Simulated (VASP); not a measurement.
Input of a VASP 6.6.1 run:

The input INCAR:

```
SYSTEM = TiB2
ALGO = Normal
EDIFF = 1E-6
ENCUT = 500
GGA = PE
GGA_COMPAT = .False.
ISIF = 2
ISMEAR = 1
LASPH = .True.
LCHARG = .False.
LREAL = .False.
LWAVE = .False.
NBANDS = 16
NELM = 120
PREC = Accurate
SIGMA = 0.05
```

KPOINTS

```
k-points
0
Gamma
  8 8 8
  0 0 0
```

POSCAR

```
TiB2
1.0
    0.0000000000      2.5207903494      2.5207903494
    2.5207903494      0.0000000000      2.5207903494
    2.5207903494      2.5207903494      0.0000000000
Ti B
1 2
Direct
    0.0000000000      0.0000000000      0.0000000000
    0.2500000000      0.2500000000      0.2500000000
    0.7500000000      0.7500000000      0.7500000000
```

Potentials or basis: VASP PAW PBE potentials, release 64 (Ti_sv, B).

The run is started by

```sh
$ cat potpaw_PBE.64/Ti_sv/POTCAR potpaw_PBE.64/B/POTCAR > POTCAR
$ mpirun -np 1 vasp_std > vasp.out
```

Task: Predict the pressure.

Result: 4.9 GPa.

Task: Estimate the band gap on the k mesh.

Result: Zero (bands 9 and 10 overlap by 1.53 eV).

Caveat: the cell stands under pressure.
